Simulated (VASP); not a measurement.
# K (P4/mmm) in VASP: notebook

Runs on K. Level: LDA. Tasks: single point.

All numbers are computed with VASP 6.6.1; they aren't measurements. Logs are shortened: lines on timing, memory, paths and dates and some standing lists are left out, and cuts for length are marked.

### 1 The cell of the first run

Symmetry: P4/mmm, No. 123, tetragonal system. The conventional cell has a = 10.641 Å, b = 10.641 Å, c = 3.881 Å, α = 90.00°, β = 90.00°, γ = 90.00°. K (site symmetry 4/mmm) has 2 K at 3.88 Å within 5.1 Å.

### 2 Single point, LDA

The input, INCAR:

```
PREC = Accurate
ENCUT = 520
EDIFF = 1E-7
ISMEAR = 0
SIGMA = 0.15
LREAL = False
LASPH = True
NELM = 60
ALGO = Fast
ISIF = 2
LWAVE = False
LCHARG = True
LELF = True
LVHAR = True
NBANDS = 10
```

The input, KPOINTS:

```
regular mesh
0
Gamma
  6 6 12
```

The input, POSCAR:

```
K
1.0
   10.6407089294      0.0000000000      0.0000000000
    0.0000000000     10.6407089294      0.0000000000
    0.0000000000      0.0000000000      3.8805360891
K
1
Direct
    0.0000000000      0.0000000000      0.0000000000
```

Potentials or basis: VASP PAW LDA potentials, release 64 (K_sv).

On the command line:

```
> cat potpaw_LDA.64/K_sv/POTCAR > POTCAR
> mpirun -np 1 vasp_std > vasp.out
```

OUTCAR:

```text
PREC = Accurate
   ENCUT = 520
   EDIFF = 1E-7
   ISMEAR = 0
   LREAL = False
   LASPH = True
   NELM = 60
   ISIF = 2

 ion  position               nearest neighbor table
   1  0.000  0.000  0.000-

  LATTYP: Found a simple tetragonal cell.
 ALAT       =    10.6407089294
 C/A-ratio  =     0.3646877398

  Lattice vectors:

 A1 = (  10.6407089294,   0.0000000000,   0.0000000000)
 A2 = (   0.0000000000,  10.6407089294,   0.0000000000)
 A3 = (   0.0000000000,   0.0000000000,   3.8805360891)

Analysis of symmetry for initial positions (statically):
=====================================================================
 Subroutine PRICEL returns:
 Original cell was already a primitive cell.

 Routine SETGRP: Setting up the symmetry group for a
 simple tetragonal supercell.

 Subroutine GETGRP returns: Found 16 space group operations
 (whereof 16 operations were pure point group operations)
 out of a pool of 16 trial point group operations.

The static configuration has the point symmetry D_4h.

Analysis of symmetry for dynamics (positions and initial velocities):
=====================================================================
 Subroutine PRICEL returns:
 Original cell was already a primitive cell.

 Routine SETGRP: Setting up the symmetry group for a
 simple tetragonal supercell.

 Subroutine GETGRP returns: Found 16 space group operations
 (whereof 16 operations were pure point group operations)
 out of a pool of 16 trial point group operations.

The dynamic configuration has the point symmetry D_4h.

 Subroutine INISYM returns: Found 16 space group operations
 (whereof 16 operations are pure point group operations),
 and found     1 'primitive' translations

----------------------------------------------------------------------------------------

                                     Primitive cell

  volume of cell :     439.3725

  direct lattice vectors                    reciprocal lattice vectors
    10.640708929  0.000000000  0.000000000     0.093978701  0.000000000  0.000000000
     0.000000000 10.640708929  0.000000000     0.000000000  0.093978701  0.000000000
     0.000000000  0.000000000  3.880536089     0.000000000  0.000000000  0.257696354

  length of vectors
    10.640708929 10.640708929  3.880536089     0.093978701  0.093978701  0.257696354

  position of ions in fractional coordinates (direct lattice)
     0.000000000  0.000000000  0.000000000

  ion indices of the primitive-cell ions
   primitive index   ion index
[... 79 lines left out ...]
   ISIF   =      2    stress and relaxation
   ISYM   =      2    0-nonsym 1-usesym 2-fastsym
   POTIM  = 0.5000    time-step for ionic-motion
   TEBEG  =    0.0;   TEEND  =   0.0 temperature during run
   PSTRESS=    0.0 pullay stress
   NELECT =       9.0000    total number of electrons
   NUPDOWN=      -1.0000    fix difference up-down
   EMIN   =  10.00;   EMAX   =-10.00  energy-range for DOS
   EFERMI =   0.00;   METHOD = LEGACY
   ISMEAR =     0;   SIGMA  =   0.15  broadening in eV -4-tet -1-fermi 0-gaus
   EFERMI_NEDOS =   21; number of points for ismear=-14 and -15
   IALGO  =     68    algorithm
   IMIX   =      4    mixing-type and parameters
     AMIX     =   0.40;   BMIX     =  1.00
     AMIX_MAG =   1.60;   BMIX_MAG =  1.00
  volume/ion in A,a.u.               =     439.37      2965.03
  Fermi-wavevector in a.u.,A,eV,Ry     =   0.447931  0.846467  2.729906  0.200642
  Thomas-Fermi vector in A             =   1.427117
   LORBIT       =      0    0 simple, 1 ext, 2 COOP (PROOUT), +10 PAW based schemes
   GGA     = CA    functional components
   LHFCALC =     F    Hartree Fock is set to
   AEXX    =    0.0000 exact exchange contribution
   IVDW    =     0    specifies the selected vdW correction
   LEPSILON=     F    determine dielectric tensor
   LRPA    =     F    only Hartree local field effects (RPA)
 non-spin polarized calculation
 RMM-DIIS sequential band-by-band and
 Gauss-broadening in eV      SIGMA  =   0.15
  energy-cutoff  :      520.00
  volume of cell :      439.37
 maximum number of plane-waves:     11882
 NGX is ok and might be reduce to    80
   NGX = 39   NGY = 39   NGZ = 15

 number of electron       8.9999999 magnetization

 Free energy of the ion-electron system (eV)
  ---------------------------------------------------
  ext. energy  EPLUGINS =         0.00000000
  ---------------------------------------------------
  free energy    TOTEN  =        -0.60161473 eV

  energy without entropy =       -0.58757150  energy(sigma->0) =       -0.59459311

 E-fermi :  -2.1072     XC(G=0):  -2.0342

 val. band max:       -2.1072448479   @ k =   0.3333   0.1667   0.2500
 cond. band min:      -2.1067590935   @ k =   0.5000   0.0000   0.2500
 fundamental gap:      0.0004857544
 Fermi energy:        -2.1071969213

 k-point     1 :       0.0000    0.0000    0.0000
  band No.  band energies     occupation
      1     -34.3696      2.00000
      2     -18.0888      2.00000
      3     -18.0888      2.00000
      4     -17.9619      2.00000
      5      -2.8862      2.00000
      6      -0.8230      0.00000
      7      -0.8230      0.00000
      8      -0.2618      0.00000
      9      -0.0277      0.00000
     10       0.4339      0.00000
[... 287 lines left out ...]
 k-point    24 :       0.5000    0.0000    0.1667
  band No.  band energies     occupation
      1     -34.3655      2.00000
      2     -18.0825      2.00000
      3     -18.0825      2.00000
      4     -18.0188      2.00000
      5      -2.5201      1.99990
      6      -0.8748      0.00000
      7      -0.6007      0.00000
      8       0.2117      0.00000
      9       0.5038      0.00000
     10       0.7770      0.00000

 [... further k-points ...]

------------------------ aborting loop because EDIFF is reached ----------------------------------------

  FORCE on cell =-STRESS in cart. coord.  units (eV):
  Direction    XX          YY          ZZ          XY          YZ          ZX
  --------------------------------------------------------------------------------------
  -------------------------------------------------------------------------------------
  Total       -0.0119705     -0.0119705      0.2948124      0.0000000      0.0000000      0.0000000
  in kB       -0.0436507     -0.0436507      1.0750370      0.0000000      0.0000000      0.0000000
  external PRESSURE =       0.3292452 kB  Pullay stress =       0.0000000 kB

 VOLUME and BASIS-vectors are now :
 -----------------------------------------------------------------------------
  energy-cutoff  :      520.00
  volume of cell :      439.37
      direct lattice vectors                 reciprocal lattice vectors
    10.640708929  0.000000000  0.000000000     0.093978701  0.000000000  0.000000000
     0.000000000 10.640708929  0.000000000     0.000000000  0.093978701  0.000000000
     0.000000000  0.000000000  3.880536089     0.000000000  0.000000000  0.257696354

 POSITION                                       TOTAL-FORCE (eV/Angst)
 -----------------------------------------------------------------------------------
      0.00000      0.00000      0.00000         0.000000      0.000000      0.000000
 -----------------------------------------------------------------------------------
    total drift:                                0.000000      0.000000     -0.000000

  FREE ENERGIE OF THE ION-ELECTRON SYSTEM (eV)
  ---------------------------------------------------
  free  energy   TOTEN  =        -0.6016147289 eV

  energy  without entropy=       -0.5875714952  energy(sigma->0) =       -0.59459311
```

stdout:

```text
POSCAR found type information on POSCAR K
 POSCAR found :  1 types and       1 ions
 scaLAPACK will be used
 LDA part: xc-table for (Slater(with rela. corr.)+CA(PZ))
 , standard interpolation
 POSCAR, INCAR and KPOINTS ok, starting setup
 FFT: planning ... GRIDC
 FFT: planning ... GRID_SOFT
 FFT: planning ... GRID
 WAVECAR not read
 entering main loop
WARNING in EDDRMM: call to ZHEGV failed, returncode =   8  4      5
WARNING in EDDRMM: call to ZHEGV failed, returncode =   6  3      5
```

Run time: 7.1 min. Hardware: 1 thread of Intel Xeon Platinum 8259CL at 2.50GHz (Skylake/Cascade Lake), shared host; peak memory 0.5 GiB.

Results:

```
Free energy            : -0.6016 eV
Pressure               : 0.0 GPa
Band gap on the k mesh : zero (an odd number of electrons rules out a gap without spin polarisation)
```

Levels at points of the mesh, in eV from the Fermi level:
```tsv
k point	band 1	band 2	band 3	band 4	band 5	band 6	band 7	band 8	band 9
(0.00, 0.00, 0.00)	-32.26	-15.98	-15.98	-15.85	-0.78	1.28	1.28	1.85	2.08
(0.50, 0.00, 0.00)	-32.26	-15.98	-15.98	-15.85	-0.76	1.01	1.32	2.02	2.35
(0.50, 0.50, 0.00)	-32.26	-15.98	-15.98	-15.85	-0.74	1.06	1.06	2.03	2.56
(0.00, 0.00, 0.50)	-32.25	-16.08	-15.96	-15.96	1.78	2.02	2.32	2.32	3.82
(0.50, 0.00, 0.50)	-32.25	-16.08	-15.96	-15.96	1.80	2.05	2.28	2.32	3.52
(0.50, 0.50, 0.50)	-32.25	-16.08	-15.96	-15.96	1.82	2.08	2.29	2.29	3.58
```

(Part 1 of 2 ends here.)
